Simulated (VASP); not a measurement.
# N in VASP: single point with r2SCAN

Aim: the single point of N with r2SCAN.

All numbers are computed with VASP 6.6.1; they aren't measurements. Logs are shortened: lines on timing, memory, paths and dates and some standing lists are left out, and cuts for length are marked.

## 1. The cell of the first run

The cell holds a disordered packing, 12 atoms: a = 7.034 Å, b = 7.034 Å, c = 7.034 Å, α = 90.00°, β = 90.00°, γ = 90.00°.

## 2. Single point, r2SCAN

Contents of POSCAR:

```
N
1.0
    7.0338500000      0.0000000000      0.0000000000
    0.0000000000      7.0338500000      0.0000000000
    0.0000000000      0.0000000000      7.0338500000
N
12
Direct
    0.0560850032      0.6060295639      0.2765454614
    0.1294298543      0.6567992013      0.1491590027
    0.7695795615      0.1996605862      0.3669896674
    0.7706023755      0.1657281139      0.5187231763
    0.1319214050      0.3012335926      0.8493667302
    0.2018461856      0.3449543833      0.7177307637
    0.5990786167      0.6327216008      0.1556777190
    0.5842976575      0.5192338712      0.0503081428
    0.3525808741      0.8791485015      0.6474521906
    0.3320701931      0.9276062763      0.5010943859
    0.8776200350      0.7349254418      0.7143111190
    0.7650674386      0.6574695672      0.6399827410
```

Contents of INCAR.step1:

```
ALGO = Normal
EDIFF = 1E-5
ENCUT = 1080
GGA = PE
GGA_COMPAT = F
ISMEAR = -1
LASPH = T
LCHARG = F
LREAL = F
LWAVE = T
NBANDS = 42
NELM = 120
PREC = Accurate
SIGMA = 0.02
```

Contents of INCAR.step2:

```
ALGO = Normal
EDIFF = 1E-6
ENCUT = 1080
GGA_COMPAT = F
ISIF = 2
ISMEAR = -1
ISTART = 1
LASPH = T
LCHARG = F
LMIXTAU = T
LREAL = F
LWAVE = F
METAGGA = R2SCAN
NBANDS = 42
NELM = 120
PREC = Accurate
SIGMA = 0.02
```

Contents of KPOINTS:

```
k-points
0
Gamma
  1 1 1
```

Potentials or basis: VASP PAW PBE potentials, release 64 (N_h).

Started as:

```console
> cat potpaw_PBE.64/N_h/POTCAR > POTCAR
> cp INCAR.step1 INCAR
> mpirun -np 1 vasp_gam > vasp.out
> cp INCAR.step2 INCAR
> mpirun -np 1 vasp_gam > vasp.out
```

OUTCAR:

```text
EDIFF = 1E-6
   ENCUT = 1080
   ISIF = 2
   ISMEAR = -1
   ISTART = 1
   LASPH = T
   LREAL = F
   METAGGA = R2SCAN
   NELM = 120
   PREC = Accurate

 ion  position               nearest neighbor table
   1  0.056  0.606  0.277-   2 1.09
   2  0.129  0.657  0.149-   1 1.09
   3  0.770  0.200  0.367-   4 1.09
   4  0.771  0.166  0.519-   3 1.09
   5  0.132  0.301  0.849-   6 1.09
   6  0.202  0.345  0.718-   5 1.09
   7  0.599  0.633  0.156-   8 1.09
   8  0.584  0.519  0.050-   7 1.09
   9  0.353  0.879  0.647-  10 1.09
  10  0.332  0.928  0.501-   9 1.09
  11  0.878  0.735  0.714-  12 1.09
  12  0.765  0.657  0.640-  11 1.09

  LATTYP: Found a simple cubic cell.
 ALAT       =     7.0338500000

  Lattice vectors:

 A1 = (   7.0338500000,   0.0000000000,   0.0000000000)
 A2 = (   0.0000000000,   7.0338500000,   0.0000000000)
 A3 = (   0.0000000000,   0.0000000000,   7.0338500000)

Analysis of symmetry for initial positions (statically):
=====================================================================
 Subroutine PRICEL returns:
 Original cell was already a primitive cell.

 Routine SETGRP: Setting up the symmetry group for a
 simple cubic supercell.

 Subroutine GETGRP returns: Found  1 space group operations
 (whereof  1 operations were pure point group operations)
 out of a pool of 48 trial point group operations.

The static configuration has the point symmetry C_1 .

Analysis of symmetry for dynamics (positions and initial velocities):
=====================================================================
 Subroutine PRICEL returns:
 Original cell was already a primitive cell.

 Routine SETGRP: Setting up the symmetry group for a
 simple cubic supercell.

 Subroutine GETGRP returns: Found  1 space group operations
 (whereof  1 operations were pure point group operations)
 out of a pool of 48 trial point group operations.

The dynamic configuration has the point symmetry C_1 .

 Subroutine INISYM returns: Found  1 space group operations
 (whereof  1 operations are pure point group operations),
 and found     1 'primitive' translations

----------------------------------------------------------------------------------------

                                     Primitive cell
[... 94 lines left out ...]
   ISYM   =      2    0-nonsym 1-usesym 2-fastsym
   POTIM  = 0.5000    time-step for ionic-motion
   TEBEG  =    0.0;   TEEND  =   0.0 temperature during run
   PSTRESS=    0.0 pullay stress
   NELECT =      60.0000    total number of electrons
   NUPDOWN=      -1.0000    fix difference up-down
   EMIN   =  10.00;   EMAX   =-10.00  energy-range for DOS
   EFERMI =   0.00;   METHOD = LEGACY
   ISMEAR =    -1;   SIGMA  =   0.02  broadening in eV -4-tet -1-fermi 0-gaus
   EFERMI_NEDOS =   21; number of points for ismear=-14 and -15
   IALGO  =     38    algorithm
   IMIX   =      4    mixing-type and parameters
     AMIX     =   0.40;   BMIX     =  1.00
     AMIX_MAG =   1.60;   BMIX_MAG =  1.00
  volume/ion in A,a.u.               =      29.00       195.70
  Fermi-wavevector in a.u.,A,eV,Ry     =   0.911169  1.721859 11.295944  0.830228
  Thomas-Fermi vector in A             =   2.035417
   LORBIT       =      0    0 simple, 1 ext, 2 COOP (PROOUT), +10 PAW based schemes
   METAGGA = R2SCAN    functional components
   LHFCALC =     F    Hartree Fock is set to
   AEXX    =    0.0000 exact exchange contribution
   IVDW    =     0    specifies the selected vdW correction
   LEPSILON=     F    determine dielectric tensor
   LRPA    =     F    only Hartree local field effects (RPA)
 non-spin polarized calculation
  energy-cutoff  :     1080.00
  volume of cell :      348.00
 maximum number of plane-waves:     14057
 NGX is ok and might be reduce to    80
   NGX = 37   NGY = 37   NGZ = 37

 number of electron      60.0000000 magnetization

 Free energy of the ion-electron system (eV)
  ---------------------------------------------------
  ext. energy  EPLUGINS =         0.00000000
  ---------------------------------------------------
  free energy    TOTEN  =      -110.60783323 eV

  energy without entropy =     -110.60783323  energy(sigma->0) =     -110.60783323

 E-fermi :  -7.2062     XC(G=0):  -5.3391

 val. band max:       -7.6975299438   @ k =   0.0000   0.0000   0.0000
 cond. band min:       0.8980156559   @ k =   0.0000   0.0000   0.0000
 fundamental gap:      8.5955455997
 Fermi energy:        -7.2062139733

 k-point     1 :       0.0000    0.0000    0.0000
  band No.  band energies     occupation
      1     -26.8880      2.00000
      2     -26.8590      2.00000
      3     -26.8465      2.00000
      4     -26.8408      2.00000
      5     -26.8320      2.00000
      6     -26.7952      2.00000
[... 34 lines left out ...]
     41       1.4450      0.00000
     42       1.6041      0.00000

------------------------ aborting loop because EDIFF is reached ----------------------------------------

  FORCE on cell =-STRESS in cart. coord.  units (eV):
  Direction    XX          YY          ZZ          XY          YZ          ZX
  --------------------------------------------------------------------------------------
  -------------------------------------------------------------------------------------
  Total        0.1871421     -0.1279208     -0.1369872     -0.1088340     -0.0249933     -0.0974645
  in kB        0.8615940     -0.5889417     -0.6306832     -0.5010672     -0.1150683     -0.4487226
  external PRESSURE =      -0.1193436 kB  Pullay stress =       0.0000000 kB

 VOLUME and BASIS-vectors are now :
 -----------------------------------------------------------------------------
  energy-cutoff  :     1080.00
  volume of cell :      348.00
      direct lattice vectors                 reciprocal lattice vectors
     7.033850000  0.000000000  0.000000000     0.142169651  0.000000000  0.000000000
     0.000000000  7.033850000  0.000000000     0.000000000  0.142169651  0.000000000
     0.000000000  0.000000000  7.033850000     0.000000000  0.000000000  0.142169651

 POSITION                                       TOTAL-FORCE (eV/Angst)
 -----------------------------------------------------------------------------------
      0.39449      4.26272      1.94518         0.062487      0.023607     -0.096000
      0.91039      4.61983      1.04916        -0.069894     -0.019309      0.092231
      5.41311      1.40438      2.58135         0.008309     -0.023650      0.047711
      5.42030      1.16571      3.64862        -0.003194      0.019200     -0.052666
      0.92792      2.11883      5.97432        -0.043676     -0.031160      0.088436
      1.41976      2.42636      5.04841         0.053967      0.042825     -0.090521
      4.21383      4.45047      1.09501        -0.009694     -0.119162     -0.128956
      4.10986      3.65221      0.35386         0.002709      0.113800      0.121250
      2.48000      6.18380      4.55408        -0.005971      0.020341     -0.084857
      2.33573      6.52464      3.52462         0.004324     -0.024385      0.100037
      6.17305      5.16936      5.02436        -0.073923     -0.047045     -0.047852
      5.38137      4.62454      4.50154         0.074557      0.044940      0.051187
 -----------------------------------------------------------------------------------
    total drift:                               -0.000614      0.000137     -0.000724

  FREE ENERGIE OF THE ION-ELECTRON SYSTEM (eV)
  ---------------------------------------------------
  free  energy   TOTEN  =      -110.6078332344 eV

  energy  without entropy=     -110.6078332344  energy(sigma->0) =     -110.60783323
```

OUTCAR.step1:

```text
EDIFF = 1E-5
   ENCUT = 1080
   GGA = PE
   ISMEAR = -1
   LASPH = T
[... 278 lines left out ...]
      2.48000      6.18380      4.55408         0.170399     -0.402090      1.187013
      2.33573      6.52464      3.52462        -0.171155      0.399901     -1.169366
      6.17305      5.16936      5.02436         0.894643      0.630605      0.594203
      5.38137      4.62454      4.50154        -0.900259     -0.618673     -0.582613
 -----------------------------------------------------------------------------------
    total drift:                               -0.001097     -0.000148     -0.002751

  FREE ENERGIE OF THE ION-ELECTRON SYSTEM (eV)
  ---------------------------------------------------
  free  energy   TOTEN  =      -100.9121918608 eV

  energy  without entropy=     -100.9121918608  energy(sigma->0) =     -100.91219186
```

OSZICAR.step1:

```text
N       E                     dE             d eps       ncg     rms          rms(c)
DAV:   1     0.817361874668E+03    0.81736E+03   -0.39631E+04    84   0.214E+03
DAV:   2     0.712867056391E+02   -0.74608E+03   -0.71177E+03   118   0.351E+02
DAV:   3    -0.990323070066E+02   -0.17032E+03   -0.16950E+03   104   0.179E+02
DAV:   4    -0.106426715074E+03   -0.73944E+01   -0.72830E+01    96   0.434E+01
DAV:   5    -0.106684796048E+03   -0.25808E+00   -0.25710E+00   112   0.748E+00    0.163E+01
DAV:   6    -0.102006511504E+03    0.46783E+01   -0.71038E+00    88   0.118E+01    0.846E+00
DAV:   7    -0.100940884888E+03    0.10656E+01   -0.46778E+00   104   0.908E+00    0.208E+00
DAV:   8    -0.100917305848E+03    0.23579E-01   -0.39378E-01   112   0.313E+00    0.469E-01
DAV:   9    -0.100912020287E+03    0.52856E-02   -0.24832E-02   112   0.801E-01    0.106E-01
DAV:  10    -0.100912311870E+03   -0.29158E-03   -0.17437E-03   136   0.212E-01    0.898E-02
DAV:  11    -0.100912195682E+03    0.11619E-03   -0.67180E-04   112   0.138E-01    0.157E-02
DAV:  12    -0.100912191861E+03    0.38209E-05   -0.26148E-05    88   0.318E-02
   1 F= -.10091219E+03 E0= -.10091219E+03  d E =-.229897E-11
```

Wall time 3.9 min (1 thread of Intel Xeon Platinum 8488C (Sapphire Rapids), shared host); peak memory 1 GiB.

What came out:

- Free energy: -110.6078 eV
- Pressure: 0.0 GPa
- Largest force: 0.176 eV/Å

Forces in eV/Å, atoms in the order of the input:
```
N    0.062  0.024 -0.096
N   -0.070 -0.019  0.092
N    0.008 -0.024  0.048
N   -0.003  0.019 -0.053
N   -0.044 -0.031  0.088
N    0.054  0.043 -0.091
N   -0.010 -0.119 -0.129
N    0.003  0.114  0.121
N   -0.006  0.020 -0.085
N    0.004 -0.024  0.100
N   -0.074 -0.047 -0.048
N    0.075  0.045  0.051
```

Levels at points of the mesh, in eV from the Fermi level:
| k point | band 26 | band 27 | band 28 | band 29 | band 30 | band 31 | band 32 | band 33 | band 34 | band 35 |
| --- | --- | --- | --- | --- | --- | --- | --- | --- | --- | --- |
| (0.00, 0.00, 0.00) | -0.63 | -0.61 | -0.58 | -0.51 | -0.49 | 8.10 | 8.20 | 8.25 | 8.30 | 8.33 |

Caveat: the k points lie up to 0.89 Å⁻¹ apart, too coarse for converged energies, forces and pressures; the PAW data sets were made with another functional, which shifts forces and pressure a little.
